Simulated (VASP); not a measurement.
# PbF2 (R3m) in VASP: further runs

PbF2 is run at these levels: PBE; tasks: single point.

Everything below comes from runs of VASP 6.6.1. Logs are shortened: lines on timing, memory, paths and dates and some standing lists are left out, and cuts for length are marked.

### 1 The cell of the first run

The structure is trigonal, space group R3m (No. 160). Conventional cell: a = 4.183 Å, b = 4.183 Å, c = 10.247 Å, α = 90.00°, β = 90.00°, γ = 120.00°. Pb (site symmetry 3m) has 8 F at 2.25 to 2.72 Å within 3.0 Å. Within 3.1 Å of F (site symmetry 3m) lie 4 Pb at 2.25 to 2.68 Å and 6 F at 2.87 to 3.05 Å. F (site symmetry 3m) has 4 Pb at 2.51 to 2.72 Å and 6 F at 2.87 to 3.05 Å within 3.3 Å.

### 2 Single point, PBE (shortest bond scaled by 0.88)

INCAR

```
ALGO = Normal
EDIFF = 1E-6
ENCUT = 520
GGA = PE
ISIF = 2
ISMEAR = -1
LASPH = True
LCHARG = False
LREAL = False
LWAVE = False
NBANDS = 21
NELM = 80
PREC = Accurate
SIGMA = 0.03
```

KPOINTS

```
k-points
0
Gamma
  7 7 7
```

POSCAR

```
PbF2
1.0
    0.0000000000      2.9579484323      2.9579484323
    2.9579484323      0.0000000000      2.9579484323
    2.9579484323      2.9579484323      0.0000000000
Pb F
1 2
Direct
   -0.0150000000     -0.0150000000     -0.0150000000
    0.7650000000      0.7650000000      0.7650000000
    0.2500000000      0.2500000000      0.2500000000
```

Potentials or basis: VASP PAW PBE potentials, release 64 (Pb_d, F).

Launch:

```console
$ cat potpaw_PBE.64/Pb_d/POTCAR potpaw_PBE.64/F/POTCAR > POTCAR
$ mpirun -np 1 vasp_std > vasp.out
```

OUTCAR:

```text
EDIFF = 1E-6
   ENCUT = 520
   GGA = PE
   ISIF = 2
   ISMEAR = -1
   LASPH = True
   LREAL = False
   NELM = 80
   PREC = Accurate

 ion  position               nearest neighbor table
   1  0.985  0.985  0.985-   2 2.25   3 2.51   3 2.51   3 2.51   2 2.68   2 2.68   2 2.68   3 2.72

   2  0.765  0.765  0.765-   1 2.25   1 2.68   1 2.68   1 2.68
   3  0.250  0.250  0.250-   1 2.51   1 2.51   1 2.51   1 2.72

  LATTYP: Found a face centered cubic cell.
 ALAT       =     5.9158968646

  Lattice vectors:

 A1 = (   0.0000000000,   2.9579484323,   2.9579484323)
 A2 = (   2.9579484323,   0.0000000000,   2.9579484323)
 A3 = (   2.9579484323,   2.9579484323,   0.0000000000)

Analysis of symmetry for initial positions (statically):
=====================================================================
 Subroutine PRICEL returns:
 Original cell was already a primitive cell.

 Routine SETGRP: Setting up the symmetry group for a
 face centered cubic supercell.

 Subroutine GETGRP returns: Found  6 space group operations
 (whereof  6 operations were pure point group operations)
 out of a pool of 48 trial point group operations.

The static configuration has the point symmetry C_3v.

Analysis of symmetry for dynamics (positions and initial velocities):
=====================================================================
 Subroutine PRICEL returns:
 Original cell was already a primitive cell.

 Routine SETGRP: Setting up the symmetry group for a
 face centered cubic supercell.

 Subroutine GETGRP returns: Found  6 space group operations
 (whereof  6 operations were pure point group operations)
 out of a pool of 48 trial point group operations.

The dynamic configuration has the point symmetry C_3v.

 Subroutine INISYM returns: Found  6 space group operations
 (whereof  6 operations are pure point group operations),
 and found     1 'primitive' translations

----------------------------------------------------------------------------------------

                                     Primitive cell

  volume of cell :      51.7609

  direct lattice vectors                    reciprocal lattice vectors
     0.000000000  2.957948432  2.957948432    -0.169036077  0.169036077  0.169036077
     2.957948432  0.000000000  2.957948432     0.169036077 -0.169036077  0.169036077
     2.957948432  2.957948432  0.000000000     0.169036077  0.169036077 -0.169036077

  length of vectors
     4.183170790  4.183170790  4.183170790     0.292779074  0.292779074  0.292779074

  position of ions in fractional coordinates (direct lattice)
     0.985000000  0.985000000  0.985000000
     0.765000000  0.765000000  0.765000000
     0.250000000  0.250000000  0.250000000

  ion indices of the primitive-cell ions
   primitive index   ion index
                 1           1
                 2           2
                 3           3

----------------------------------------------------------------------------------------

 KPOINTS: k-points

Automatic generation of k-mesh.
 Grid dimensions read from file:
 generate k-points for:    7    7    7

 Generating k-lattice:

  Cartesian coordinates                     Fractional coordinates (reciprocal lattice)
    -0.024148011  0.024148011  0.024148011     0.142857143  0.000000000  0.000000000
     0.024148011 -0.024148011  0.024148011     0.000000000  0.142857143  0.000000000
     0.024148011  0.024148011 -0.024148011     0.000000000  0.000000000  0.142857143

  Length of vectors
     0.041825582  0.041825582  0.041825582

  Shift w.r.t. Gamma in fractional coordinates (k-lattice)
     0.000000000  0.000000000  0.000000000

 Subroutine IBZKPT returns following result:
 ===========================================

 Found     44 irreducible k-points:

 Following reciprocal coordinates:
            Coordinates               Weight
  0.000000  0.000000  0.000000      1.000000
  0.142857  0.000000  0.000000      6.000000
  0.142857  0.142857  0.142857      2.000000
  0.285714  0.000000  0.000000      6.000000
  0.285714  0.285714  0.285714      2.000000
  0.428571  0.000000  0.000000      6.000000
[... 16 lines left out ...]
  0.285714  0.285714  0.000000      6.000000
  0.428571  0.285714  0.000000     12.000000
 [... further k-points ...]
   k-points           NKPTS =     44   k-points in BZ     NKDIM =     44   number of bands    NBANDS=     21
   number of dos      NEDOS =    301   number of ions     NIONS =      3
   total plane-waves  NPLWV =  32768
   dimension x,y,z NGX =    32 NGY =   32 NGZ =   32
   dimension x,y,z NGXF=    64 NGYF=   64 NGZF=   64
   ions per type =               1   2
   NGX,Y,Z   is equivalent  to a cutoff of  12.72, 12.72, 12.72 a.u.
   NGXF,Y,Z  is equivalent  to a cutoff of  25.43, 25.43, 25.43 a.u.
 SYSTEM =  unknown system
   PREC   = accura    normal or accurate (medium, high low for compatibility)
   ISTART =      0    job   : 0-new  1-cont  2-samecut
   ICHARG =      2    charge: 1-file 2-atom 10-const
   ISPIN  =      1    spin polarized calculation?
   LNONCOLLINEAR =      F non collinear calculations
   LSORBIT =      F    spin-orbit coupling
   LASPH  =      T    aspherical Exc in radial PAW
   ENCUT  =  520.0 eV  38.22 Ry    6.18 a.u.   7.78  7.78  7.78*2*pi/ulx,y,z
   NELM   =     80;   NELMIN=  2; NELMDL= -5     # of ELM steps
   EDIFF  = 0.1E-05   stopping-criterion for ELM
   LREAL  =      F    real-space projection
   EDIFFG = 0.1E-04   stopping-criterion for IOM
   NSW    =      0    number of steps for IOM
   IBRION =     -1    ionic relax: 0-MD 1-quasi-New 2-CG
   NFREE  =      0    steps in history (QN), initial steepest desc. (CG)
   ISIF   =      2    stress and relaxation
   ISYM   =      2    0-nonsym 1-usesym 2-fastsym
   POTIM  = 0.5000    time-step for ionic-motion
   TEBEG  =    0.0;   TEEND  =   0.0 temperature during run
   PSTRESS=    0.0 pullay stress
   NELECT =      28.0000    total number of electrons
   NUPDOWN=      -1.0000    fix difference up-down
   EMIN   =  10.00;   EMAX   =-10.00  energy-range for DOS
   EFERMI =   0.00;   METHOD = LEGACY
   ISMEAR =    -1;   SIGMA  =   0.03  broadening in eV -4-tet -1-fermi 0-gaus
   EFERMI_NEDOS =   21; number of points for ismear=-14 and -15
   IALGO  =     38    algorithm
   IMIX   =      4    mixing-type and parameters
     AMIX     =   0.40;   BMIX     =  1.00
     AMIX_MAG =   1.60;   BMIX_MAG =  1.00
  volume/ion in A,a.u.               =      17.25       116.43
  Fermi-wavevector in a.u.,A,eV,Ry     =   1.333911  2.520727 24.209105  1.779319
  Thomas-Fermi vector in A             =   2.462733
   LORBIT       =      0    0 simple, 1 ext, 2 COOP (PROOUT), +10 PAW based schemes
   GGA     = PE    functional components
   LHFCALC =     F    Hartree Fock is set to
   AEXX    =    0.0000 exact exchange contribution
   IVDW    =     0    specifies the selected vdW correction
   LEPSILON=     F    determine dielectric tensor
   LRPA    =     F    only Hartree local field effects (RPA)
 non-spin polarized calculation
  energy-cutoff  :      520.00
  volume of cell :       51.76
 maximum number of plane-waves:      1411
   NGX = 15   NGY = 15   NGZ = 15

 number of electron      28.0000002 magnetization

 Free energy of the ion-electron system (eV)
  ---------------------------------------------------
  ext. energy  EPLUGINS =         0.00000000
  ---------------------------------------------------
  free energy    TOTEN  =       -14.21820760 eV

  energy without entropy =      -14.21820760  energy(sigma->0) =      -14.21820760

 E-fermi :   2.8550     XC(G=0):  -9.4231

 val. band max:        2.1267680072   @ k =  -0.4286   0.4286  -0.4286
 cond. band min:       6.4481537309   @ k =   0.4286   0.4286   0.0000
 fundamental gap:      4.3213857237
 Fermi energy:         2.8549640270

 k-point     1 :       0.0000    0.0000    0.0000
  band No.  band energies     occupation
      1     -19.3081      2.00000
      2     -18.6590      2.00000
      3     -12.4585      2.00000
      4     -12.4585      2.00000
      5     -12.3868      2.00000
      6     -12.3745      2.00000
[... 13 lines left out ...]
     20      17.0148      0.00000
     21      18.9113      0.00000

 k-point     2 :       0.1429    0.0000    0.0000
  band No.  band energies     occupation
      1     -19.2711      2.00000
      2     -18.6906      2.00000
      3     -12.4492      2.00000
      4     -12.4474      2.00000
      5     -12.3789      2.00000
      6     -12.3777      2.00000
[... 13 lines left out ...]
     20      16.6496      0.00000
     21      18.6650      0.00000

 k-point     3 :       0.1429    0.1429    0.1429
  band No.  band energies     occupation
      1     -19.2675      2.00000
      2     -18.6935      2.00000
      3     -12.4541      2.00000
      4     -12.4541      2.00000
      5     -12.3695      2.00000
      6     -12.3695      2.00000
[... 13 lines left out ...]
     20      16.5470      0.00000
     21      18.3901      0.00000

 k-point     4 :       0.2857    0.0000    0.0000
  band No.  band energies     occupation
      1     -19.1805      2.00000
      2     -18.7674      2.00000
      3     -12.4282      2.00000
      4     -12.4245      2.00000
      5     -12.3825      2.00000
      6     -12.3652      2.00000
[... 13 lines left out ...]
     20      16.2412      0.00000
     21      17.3751      0.00000

 k-point     5 :       0.2857    0.2857    0.2857
  band No.  band energies     occupation
      1     -19.1682      2.00000
      2     -18.7766      2.00000
      3     -12.4501      2.00000
      4     -12.4501      2.00000
      5     -12.3521      2.00000
      6     -12.3521      2.00000
[... 13 lines left out ...]
     20      15.9520      0.00000
     21      17.1221      0.00000

 k-point     6 :       0.4286    0.0000    0.0000
  band No.  band energies     occupation
      1     -19.0880      2.00000
      2     -18.8474      2.00000
      3     -12.4178      2.00000
      4     -12.4130      2.00000
      5     -12.3794      2.00000
      6     -12.3431      2.00000
[... 13 lines left out ...]
     20      16.1111      0.00000
     21      16.4430      0.00000

 k-point     7 :       0.4286    0.4286    0.4286
  band No.  band energies     occupation
      1     -19.0662      2.00000
      2     -18.8633      2.00000
      3     -12.4513      2.00000
      4     -12.4513      2.00000
      5     -12.3336      2.00000
      6     -12.3336      2.00000
[... 13 lines left out ...]
     20      15.6582      0.00000
     21      16.2337      0.00000
[... 291 lines left out ...]
      1     -19.1162      2.00000
      2     -18.8182      2.00000
      3     -12.4386      2.00000
      4     -12.4364      2.00000
      5     -12.3575      2.00000
      6     -12.3320      2.00000
[... 13 lines left out ...]
     20      16.4839      0.00000
     21      18.1809      0.00000

 k-point    21 :      -0.1429    0.1429    0.0000
  band No.  band energies     occupation
      1     -19.2181      2.00000
      2     -18.7347      2.00000
      3     -12.4407      2.00000
      4     -12.4156      2.00000
      5     -12.3842      2.00000
      6     -12.3755      2.00000
[... 13 lines left out ...]
     20      16.6289      0.00000
     21      18.7191      0.00000

 k-point    22 :       0.1429    0.1429    0.2857
  band No.  band energies     occupation
      1     -19.2123      2.00000
      2     -18.7392      2.00000
      3     -12.4419      2.00000
      4     -12.4411      2.00000
      5     -12.3766      2.00000
      6     -12.3564      2.00000
[... 13 lines left out ...]
     20      16.2215      0.00000
     21      18.5805      0.00000

 k-point    23 :       0.2857    0.2857    0.0000
  band No.  band energies     occupation
      1     -19.1485      2.00000
      2     -18.7884      2.00000
      3     -12.4157      2.00000
      4     -12.4095      2.00000
      5     -12.3871      2.00000
      6     -12.3507      2.00000
[... 13 lines left out ...]
     20      17.8185      0.00000
     21      18.3750      0.00000

 k-point    24 :       0.4286    0.2857    0.0000
  band No.  band energies     occupation
      1     -19.0881      2.00000
      2     -18.8357      2.00000
      3     -12.4140      2.00000
      4     -12.3949      2.00000
      5     -12.3700      2.00000
      6     -12.3334      2.00000
[... 13 lines left out ...]
     20      17.5847      0.00000
     21      19.0353      0.00000

 [... further k-points ...]

------------------------ aborting loop because EDIFF is reached ----------------------------------------

  FORCE on cell =-STRESS in cart. coord.  units (eV):
  Direction    XX          YY          ZZ          XY          YZ          ZX
  --------------------------------------------------------------------------------------
  -------------------------------------------------------------------------------------
  Total        1.5903155      1.5903155      1.5903155      0.6262742      0.6262742      0.6262742
  in kB       49.2257216     49.2257216     49.2257216     19.3853349     19.3853349     19.3853349
  external PRESSURE =      49.2257216 kB  Pullay stress =       0.0000000 kB

 VOLUME and BASIS-vectors are now :
 -----------------------------------------------------------------------------
  energy-cutoff  :      520.00
  volume of cell :       51.76
      direct lattice vectors                 reciprocal lattice vectors
     0.000000000  2.957948432  2.957948432    -0.169036077  0.169036077  0.169036077
     2.957948432  0.000000000  2.957948432     0.169036077 -0.169036077  0.169036077
     2.957948432  2.957948432  0.000000000     0.169036077  0.169036077 -0.169036077

 POSITION                                       TOTAL-FORCE (eV/Angst)
 -----------------------------------------------------------------------------------
      5.82716      5.82716      5.82716         0.468188      0.468188      0.468188
      4.52566      4.52566      4.52566        -0.579016     -0.579016     -0.579016
      1.47897      1.47897      1.47897         0.110828      0.110828      0.110828
 -----------------------------------------------------------------------------------
    total drift:                               -0.000641     -0.000641     -0.000641

  FREE ENERGIE OF THE ION-ELECTRON SYSTEM (eV)
  ---------------------------------------------------
  free  energy   TOTEN  =       -14.2182076030 eV

  energy  without entropy=      -14.2182076030  energy(sigma->0) =      -14.21820760
```

Wall time 51 s (1 thread of Intel Xeon 8259CL, shared host); peak memory 0.2 GiB.

Results:

```
Free energy            : -14.2182 eV
Pressure               : 4.9 GPa
Largest force          : 1.003 eV/Å
Band gap on the k mesh : 4.32 eV (least direct gap 4.67 eV)
```

Forces in eV/Å, atoms in the order of the input:
```
Pb   0.468  0.468  0.468
F   -0.579 -0.579 -0.579
F    0.111  0.111  0.111
```

Stress tensor (GPa, compression positive):
```
4.92 1.94 1.94
1.94 4.92 1.94
1.94 1.94 4.92
```

Caveat: the cell differs from its parent crystal (shortest bond scaled by 0.88); the cell stands under pressure; spin-orbit coupling is left out, which moves the levels of the heavy elements; an odd mesh through Γ misses points on the zone boundary, where band edges can lie; forces of over 1 eV/Å act on the atoms, so gaps and moduli don't describe the material at rest.

### 3 Single point, PBE (shortest bond scaled by 0.7)

INCAR

```
SYSTEM = PbF2
ALGO = Normal
EDIFF = 1E-6
ENCUT = 520
GGA = PE
ISIF = 2
ISMEAR = -1
LASPH = .TRUE.
LCHARG = .FALSE.
LREAL = .FALSE.
LWAVE = .FALSE.
NBANDS = 21
NELM = 60
PREC = Accurate
SIGMA = 0.03
```

KPOINTS

```
k-points
0
G
  7 7 7
  0 0 0
```

POSCAR

```
PbF2
1.0
    0.0000000000      2.9579484323      2.9579484323
    2.9579484323      0.0000000000      2.9579484323
    2.9579484323      2.9579484323      0.0000000000
Pb F
1 2
Direct
   -0.0375000000     -0.0375000000     -0.0375000000
    0.7875000000      0.7875000000      0.7875000000
    0.2500000000      0.2500000000      0.2500000000
```

Potentials or basis: VASP PAW PBE potentials, release 64 (Pb_d, F).

Launch:

```console
$ cat potpaw_PBE.64/Pb_d/POTCAR potpaw_PBE.64/F/POTCAR > POTCAR
$ mpirun -np 1 vasp_std > vasp.out
```

It took 50 s on 1 thread of Intel Xeon 8259CL, shared host; peak memory 0.2 GiB.

The run converged. Its results:

| Quantity | Value |
| --- | --- |
| Free energy | -12.3297 eV |
| Pressure | 25.8 GPa |
| Largest force | 10.879 eV/Å |
| Band gap on the k mesh | 4.04 eV (least direct gap 4.41 eV) |

Forces on the atoms (eV/Å):
```
Pb   6.060  6.060  6.060
F   -6.281 -6.281 -6.281
F    0.221  0.221  0.221
```

Stress tensor (GPa, compression positive):
```
25.81 20.29 20.29
20.29 25.81 20.29
20.29 20.29 25.81
```

Levels at points of the mesh, in eV from the valence-band top:
```
           k point  band 10  band 11  band 12  band 13  band 14  band 15  band 16  band 17  band 18  band 19
(0.00, 0.00, 0.00)    -3.94    -3.33    -2.90    -2.90    -2.58     6.23     6.23     8.78     9.92    14.12
```

Caveat: the cell differs from its parent crystal (shortest bond scaled by 0.7); the cell stands under pressure; spin-orbit coupling is left out, which moves the levels of the heavy elements; an odd mesh through Γ misses points on the zone boundary, where band edges can lie; forces of over 1 eV/Å act on the atoms, so gaps and moduli don't describe the material at rest.
